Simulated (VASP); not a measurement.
The system is BaF2.

```
CELL_PARAMETERS angstrom
0.00000 3.09716 3.09716
3.09716 0.00000 3.09716
3.09716 3.09716 0.00000
ATOMIC_POSITIONS crystal
Ba 0.00000 0.00000 0.00000
F 0.25000 0.25000 0.25000
F 0.75000 0.75000 0.75000
```

Base run:

- Program: VASP 6.6.1
- Functional: PBEsol
- Potentials or basis: VASP PAW PBE potentials, release 64 (Ba_sv, F)
- Cutoff: 600 eV
- k mesh: 6 × 6 × 6
- Occupations: gaussian, width 0.01 eV
- Spin: no spin polarisation

Its results: band gap on the k mesh 6.65 eV (least direct gap 6.72 eV); pressure -0.5 GPa.

Question: The run is repeated on the same cell with these changes: k mesh from 6 × 6 × 6 to 3 × 3 × 3. What comes out?

Answer: Band gap on the k mesh 6.72 eV (least direct gap 6.72 eV); pressure -0.5 GPa.

Caveats: some runs use coarse meshes; the PAW data sets were made with another functional, which shifts forces and pressure a little; spin-orbit coupling is left out, which moves the levels of the heavy elements.

A k mesh can miss the band edges.
